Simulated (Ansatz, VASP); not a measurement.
**One calculation of CuB2, two programs**

```xyz
3
Lattice="2.9894 0.0000 0.0000 -1.4947 2.5889 0.0000 0.0000 0.0000 3.3634" Properties=species:S:1:pos:R:3 pbc="T T T"
Cu    0.0000    0.0000    0.0000
B     0.0000    1.7259    1.6817
B     1.4947    0.8630    1.6817
```

Alike in both runs: functional PBE; k mesh 6 × 6 × 6; occupations gaussian, width 0.1 eV; no spin polarisation.

Ansatz relaxed the structure, and its values are those at the end. VASP's run is a single point on that final structure, the one shown.

|  | VASP | Ansatz |
| --- | --- | --- |
| version | VASP 6.6.1 | Ansatz 0.2.0 |
| potentials or method | VASP PAW PBE potentials, release 64 (Cu, B), cutoff 520 eV | scalar-relativistic, plane waves, PAW |
| valence electrons in the cell | 17 | 25 |

Ansatz gave:

- gap on the k mesh at the Fermi level (eV): none
- pressure (GPa): 0.2

**Question.** Which values does VASP return?

**Answer.** gap on the k mesh at the Fermi level (eV): none; pressure (GPa): -0.1.

A gap of «none» marks a metal or a gap that the smearing closes. VASP's potentials hold 17 valence electrons a cell and Ansatz's 25, so a difference there can come from the potentials and not from the codes.

The k mesh is coarse, so the values compare programs but aren't converged.
